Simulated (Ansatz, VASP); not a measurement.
## One calculation of Be3Br, two programs

```xyz
4
Lattice="3.2493 -1.8636 0.0011 3.2493 1.8636 0.0011 -2.2001 0.0000 5.1303" Properties=species:S:1:pos:R:3 pbc="T T T"
Be   -1.7193    0.0000    4.6293
Be    2.6098    0.0000    4.2808
Be    0.4379    0.0000    5.0041
Br    2.1768    0.0000    2.0729
```

Alike in both runs: functional PBE; k mesh 6 × 6 × 4; occupations gaussian, width 0.1 eV; no spin polarisation.

Ansatz relaxed the structure, and its values are those at the end. VASP's run is a single point on that final structure, the one shown.

```csv
,VASP,Ansatz
version,VASP 6.6.1,Ansatz 0.2.0
potentials or method,"VASP PAW PBE potentials, release 64 (Be, Br), cutoff 520 eV","scalar-relativistic, plane waves, PAW"
valence electrons in the cell,13,13
```

VASP gave:

```
gap on the k mesh at the Fermi level (eV) : none
pressure (GPa)                            : 0.1
rms of the force components (eV/Å)        : 0.010
```

Which values does Ansatz return?

gap on the k mesh at the Fermi level (eV): none; pressure (GPa): 0.0; rms of the force components (eV/Å): 0.010.

A gap of «none» marks a metal or a gap that the smearing closes. The functional is the same, so the differences come from potentials, cutoffs and numerics.
